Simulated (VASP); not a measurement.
# BN (P6_3mc) in VASP: further runs, part 2 of 2

VASP 6.6.1.

## 4. Relaxation of cell and atoms, PBE+D4

Input file INCAR:

```
ALGO = Normal ; EDIFF = 1E-6
EDIFFG = -0.01 ; ENCUT = 600
GGA = PE ; IBRION = 2
ISIF = 3 ; ISMEAR = -1
IVDW = 13 ; LASPH = True
LCHARG = False ; LREAL = False
LWAVE = False ; NELM = 100
NSW = 60 ; PREC = Accurate
SIGMA = 0.05
```

Input file KPOINTS:

```
k-points
0
Gamma
  12 12 6
```

Input file POSCAR:

```
BN
1.0
    2.5539396017      0.0000000000      0.0000000000
   -1.2769698009      2.2117765748      0.0000000000
    0.0000000000      0.0000000000      4.2268550000
N B
2 2
Direct
    0.3333333333      0.6666666667      0.1252760000
    0.6666666667      0.3333333333      0.6252760000
    0.3333333333      0.6666666667      0.4997240000
    0.6666666667      0.3333333333      0.9997240000
```

Potentials or basis: VASP PAW PBE potentials, release 64 (N, B).

Run with:

```bash
$ cat potpaw_PBE.64/N/POTCAR potpaw_PBE.64/B/POTCAR > POTCAR
$ mpirun -np 1 vasp_std > vasp.out
```

OUTCAR:

```text
EDIFF = 1E-6
   EDIFFG = -0.01
   ENCUT = 600
   GGA = PE
   IBRION = 2
   ISIF = 3
   ISMEAR = -1
   IVDW = 13
   LASPH = True
   LREAL = False
   NELM = 100
   NSW = 60
   PREC = Accurate

 ion  position               nearest neighbor table
   1  0.333  0.667  0.125-   4 1.57   4 1.57   4 1.57   3 1.58
   2  0.667  0.333  0.625-   3 1.57   3 1.57   3 1.57   4 1.58
   3  0.333  0.667  0.500-   2 1.57   2 1.57   2 1.57   1 1.58
   4  0.667  0.333  1.000-   1 1.57   1 1.57   1 1.57   2 1.58

  LATTYP: Found a hexagonal cell.
 ALAT       =     2.5539396017
 C/A-ratio  =     1.6550332659

  Lattice vectors:

 A1 = (   2.5539396017,   0.0000000000,   0.0000000000)
 A2 = (  -1.2769698009,   2.2117765748,   0.0000000000)
 A3 = (   0.0000000000,   0.0000000000,   4.2268550000)

Analysis of symmetry for initial positions (statically):
=====================================================================
 Subroutine PRICEL returns:
 Original cell was already a primitive cell.

 Routine SETGRP: Setting up the symmetry group for a
 hexagonal supercell.

 Subroutine GETGRP returns: Found 12 space group operations
 (whereof  6 operations were pure point group operations)
 out of a pool of 24 trial point group operations.

The static configuration has the point symmetry C_3v.
 The point group associated with its full space group is C_6v.

Analysis of symmetry for dynamics (positions and initial velocities):
=====================================================================
 Subroutine PRICEL returns:
 Original cell was already a primitive cell.

 Routine SETGRP: Setting up the symmetry group for a
 hexagonal supercell.

 Subroutine GETGRP returns: Found 12 space group operations
 (whereof  6 operations were pure point group operations)
 out of a pool of 24 trial point group operations.

The dynamic configuration has the point symmetry C_3v.
 The point group associated with its full space group is C_6v.

 Subroutine INISYM returns: Found 12 space group operations
 (whereof  6 operations are pure point group operations),
 and found     1 'primitive' translations

----------------------------------------------------------------------------------------

                                     Primitive cell

[... 111 lines left out ...]
   IALGO  =     38    algorithm
   IMIX   =      4    mixing-type and parameters
     AMIX     =   0.40;   BMIX     =  1.00
     AMIX_MAG =   1.60;   BMIX_MAG =  1.00
  volume/ion in A,a.u.               =       5.97        40.28
  Fermi-wavevector in a.u.,A,eV,Ry     =   1.432600  2.707222 27.923836  2.052344
  Thomas-Fermi vector in A             =   2.552210
   LORBIT       =      0    0 simple, 1 ext, 2 COOP (PROOUT), +10 PAW based schemes
   GGA     = PE    functional components
   LHFCALC =     F    Hartree Fock is set to
   AEXX    =    0.0000 exact exchange contribution
   IVDW    =    13    specifies the selected vdW correction
   LEPSILON=     F    determine dielectric tensor
   LRPA    =     F    only Hartree local field effects (RPA)
 conjugate gradient relaxation of ions
 non-spin polarized calculation
  energy-cutoff  :      600.00
  volume of cell :       23.88
 maximum number of plane-waves:       807
   NGX = 11   NGY = 11   NGZ = 17

--------------------------------------- Ionic step        1  -------------------------------------------

 number of electron      16.0000003 magnetization

 Free energy of the ion-electron system (eV)
  ---------------------------------------------------
  ext. energy  EPLUGINS =         0.00000000
  ---------------------------------------------------
  free energy    TOTEN  =       -34.83987593 eV

  energy without entropy =      -34.83987593  energy(sigma->0) =      -34.83987593

------------------------ aborting loop because EDIFF is reached ----------------------------------------

  DFT-D4 for vdW energy calculation

  Edisp (eV):   -0.94457
[... 201 lines left out ...]
--------------------------------------- Ionic step        6  -------------------------------------------

 number of electron      16.0000003 magnetization

 Free energy of the ion-electron system (eV)
  ---------------------------------------------------
  ext. energy  EPLUGINS =         0.00000000
  ---------------------------------------------------
  free energy    TOTEN  =       -34.83377383 eV

  energy without entropy =      -34.83377383  energy(sigma->0) =      -34.83377383

 E-fermi :   8.5603     XC(G=0): -12.8352

 val. band max:        7.6175706322   @ k =   0.0000   0.0000   0.0000
 cond. band min:      12.7980675338   @ k =   0.3333   0.3333   0.0000
 fundamental gap:      5.1804969015
 Fermi energy:         8.5602578044

 k-point     1 :       0.0000    0.0000    0.0000
  band No.  band energies     occupation
      1     -12.8434      2.00000
      2      -8.6668      2.00000
      3      -3.3474      2.00000
      4       5.4815      2.00000
      5       5.4815      2.00000
      6       7.3439      2.00000
      7       7.6176      2.00000
      8       7.6176      2.00000
      9      16.0088      0.00000
     10      16.0088      0.00000
     11      16.2581      0.00000
     12      17.2053      0.00000
[... 331 lines left out ...]
 k-point    24 :       0.3333    0.0000    0.1667
  band No.  band energies     occupation
      1     -10.3890      2.00000
      2      -7.6161      2.00000
      3      -1.2352      2.00000
      4       0.2189      2.00000
      5       1.6255      2.00000
      6       3.2999      2.00000
      7       5.1109      2.00000
      8       5.7037      2.00000
      9      14.5110      0.00000
     10      15.9773      0.00000
     11      18.5701      0.00000
     12      18.6729      0.00000

 [... further k-points ...]

------------------------ aborting loop because EDIFF is reached ----------------------------------------

  DFT-D4 for vdW energy calculation

  Edisp (eV):   -0.95705
[... 27 lines left out ...]
  FREE ENERGIE OF THE ION-ELECTRON SYSTEM (eV)
  ---------------------------------------------------
  free  energy   TOTEN  =       -35.7908282374 eV

  energy  without entropy=      -35.7908282374  energy(sigma->0) =      -35.79082824

 reached required accuracy - stopping structural energy minimisation
```

OSZICAR:

```text
N       E                     dE             d eps       ncg     rms          rms(c)
DAV:   1     0.602826010364E+02    0.60283E+02   -0.96432E+03  1824   0.146E+03
DAV:   2    -0.338943647181E+02   -0.94177E+02   -0.87695E+02  2656   0.311E+02
DAV:   3    -0.367360278009E+02   -0.28417E+01   -0.28293E+01  2424   0.527E+01
DAV:   4    -0.367526226661E+02   -0.16595E-01   -0.16579E-01  2284   0.420E+00
[... 38 lines left out ...]
   5 F= -.35790819E+02 E0= -.35790819E+02  d E =-.239194E-06
       N       E                     dE             d eps       ncg     rms          rms(c)
DAV:   1    -0.348337748291E+02    0.19568E-03   -0.91381E-04  2100   0.294E-01    0.107E-02
DAV:   2    -0.348337743866E+02    0.44255E-06   -0.17670E-05  2260   0.436E-02    0.608E-03
DAV:   3    -0.348337738294E+02    0.55721E-06   -0.12462E-06  1400   0.116E-02
   6 F= -.35790828E+02 E0= -.35790828E+02  d E =-.924621E-05
```

CONTCAR:

```text
BN
   1.00000000000000
     2.5418155357262866    0.0000000000002741   -0.0000000000000000
    -1.2709077679126686    2.2012768256695163    0.0000000000000000
     0.0000000000000000   -0.0000000000000000    4.2036372967235689
  N               B
     2     2
Direct
     0.3333333332999970    0.6666666667000030    0.1252436270472210
     0.6666666667000030    0.3333333332999970    0.6252436270472209
     0.3333333332999970    0.6666666667000030    0.4997563729527790
     0.6666666667000030    0.3333333332999970    0.9997563729527791

  0.00000000E+00  0.00000000E+00  0.00000000E+00
  0.00000000E+00  0.00000000E+00  0.00000000E+00
  0.00000000E+00  0.00000000E+00  0.00000000E+00
  0.00000000E+00  0.00000000E+00  0.00000000E+00
```

Wall time 75 s (1 thread of Intel Xeon Platinum 8488C (Sapphire Rapids), shared host); peak memory 0.15 GiB.

What came out:

* Free energy: -35.7908 eV
* Relaxed volume: 5.88 Å³/atom
* Relaxed cell: a = 2.542 Å, b = 2.542 Å, c = 4.204 Å, α = 90.00°, β = 90.00°, γ = 120.00°
* Space group after relaxing (to 0.05 Å): P6_3mc (No. 186)
* Energy gained by relaxing: 1.6 meV/atom
* Ionic steps: 6
* Pressure after relaxing: 0.0 GPa
* Band gap on the k mesh: 5.18 eV, indirect (least direct gap 8.31 eV)
* Dispersion energy per atom: -0.239 eV

Step by step:
```
step  energy change (eV)  largest force (eV/Å)  pressure (GPa)  volume (Å³)
   1              0.0000                0.0171           -5.64        23.88
   2              0.0006                0.0435            6.21        23.16
   3             -0.0064                0.0121           -0.02        23.52
   4             -0.0064                0.0127            0.10        23.51
   5             -0.0064                0.0140           -0.09        23.53
   6             -0.0064                0.0002            0.01        23.52
```

Final structure:
```
N B
1.0
     2.54182    0.00000    0.00000
    -1.27091    2.20128    0.00000
     0.00000    0.00000    4.20364
N B
2 2
Direct
  0.33333 0.66667 0.12524
  0.66667 0.33333 0.62524
  0.33333 0.66667 0.49976
  0.66667 0.33333 0.99976
```

Levels at points of the mesh, in eV from the valence-band top:
| k point | band 6 | band 7 | band 8 | band 9 | band 10 | band 11 |
| --- | --- | --- | --- | --- | --- | --- |
| (0.00, 0.00, 0.00) | -0.27 | 0.00 | 0.00 | 8.39 | 8.39 | 8.64 |
| (0.50, 0.00, 0.00) | -5.01 | -4.44 | -2.12 | 6.73 | 7.98 | 10.63 |
| (0.00, 0.00, 0.50) | -1.18 | -1.18 | -1.18 | 9.54 | 9.54 | 9.95 |
| (0.50, 0.00, 0.50) | -3.79 | -3.59 | -3.59 | 6.61 | 6.61 | 10.08 |

A k mesh can miss the band edges.

## 5. Relaxation of cell and atoms, revPBE

Input file INCAR:

```
ALGO = Normal
EDIFF = 1E-6
EDIFFG = -0.01
ENCUT = 600
GGA = RE
IBRION = 2
ISIF = 3
ISMEAR = -1
LASPH = True
LCHARG = False
LREAL = False
LWAVE = False
NELM = 60
NSW = 60
PREC = Accurate
SIGMA = 0.05
```

KPOINTS is that of step 4.

POSCAR is that of step 4.

Run with:

```bash
$ cat potpaw_PBE.64/N/POTCAR potpaw_PBE.64/B/POTCAR > POTCAR
$ mpirun -np 1 vasp_std > vasp.out
```

Wall time 36 s (1 thread of Intel Xeon Platinum 8488C (Sapphire Rapids), shared host); peak memory 0.14 GiB.

Results (log left out):

```yaml
Free_energy: -33.4847 eV
Relaxed_volume: 6.04 Å³/atom
Relaxed_cell: a = 2.565 Å, b = 2.565 Å, c = 4.241 Å, α = 90.00°, β = 90.00°, γ = 120.00°
Space_group_after_relaxing_to_0.05_Å: P6_3mc (No. 186)
Energy_gained_by_relaxing: 1.0 meV/atom
Ionic_steps: 3
Pressure_after_relaxing: 0.0 GPa
Largest_force_after_relaxing: 0.008 eV/Å
Band_gap_on_the_k_mesh: 5.28 eV, indirect (least direct gap 8.22 eV)
```

Forces on the atoms (eV/Å):
```
N    0.000  0.000 -0.008
N    0.000  0.000 -0.008
B    0.000  0.000  0.008
B    0.000  0.000  0.008
```

Stress tensor (GPa, compression positive):
```
 0.06  0.00  0.00
 0.00  0.06  0.00
 0.00  0.00 -0.13
```

Step by step:
```csv
step,energy change (eV),largest force (eV/Å),pressure (GPa),volume (Å³)
1,0.0000,0.0112,4.38,23.88
2,-0.0001,0.0048,-4.16,24.44
3,-0.0039,0.0082,0.00,24.16
```

Final structure:
```
N B
1.0
     2.56474    0.00000    0.00000
    -1.28237    2.22113    0.00000
     0.00000    0.00000    4.24124
N B
2 2
Direct
  0.33333 0.66667 0.12521
  0.66667 0.33333 0.62521
  0.33333 0.66667 0.49979
  0.66667 0.33333 0.99979
```

Levels at points of the mesh, in eV from the valence-band top:
| k point | band 5 | band 6 | band 7 | band 8 | band 9 | band 10 | band 11 | band 12 |
| --- | --- | --- | --- | --- | --- | --- | --- | --- |
| (0.00, 0.00, 0.00) | -2.08 | -0.26 | 0.00 | 0.00 | 8.33 | 8.33 | 8.52 | 9.25 |
| (0.50, 0.00, 0.00) | -6.80 | -4.88 | -4.30 | -2.07 | 6.65 | 7.94 | 10.53 | 11.28 |
| (0.00, 0.00, 0.50) | -1.15 | -1.15 | -1.15 | -1.15 | 9.31 | 9.31 | 9.85 | 9.85 |
| (0.50, 0.00, 0.50) | -3.68 | -3.68 | -3.50 | -3.50 | 6.54 | 6.54 | 9.91 | 9.91 |

Caveat: the PAW data sets were made with another functional, which shifts forces and pressure a little. Expect the measured gap to be larger: semilocal functionals such as revPBE lack the derivative discontinuity.

## 6. Summary

```csv
level,gap on the mesh (eV),pressure (GPa),relaxed volume (Å³/atom)
PBEsol+D4,4.93,0.0,5.83
PBE+D3(BJ),5.18,0.0,5.88
PBE+D4,5.18,0.0,5.88
revPBE,5.28,0.0,6.04
```

Alike in all rows: task relaxation of cell and atoms; potentials or basis VASP PAW PBE potentials, release 64 (N, B); no spin polarisation; cell relaxed; k mesh 12 × 12 × 6; cutoff (eV) 600; smearing fermi-dirac 0.05 eV.

Caveats: the PAW data sets were made with another functional, which shifts forces and pressure a little (some runs).

Absolute energies hang on the potentials; compare differences alone.
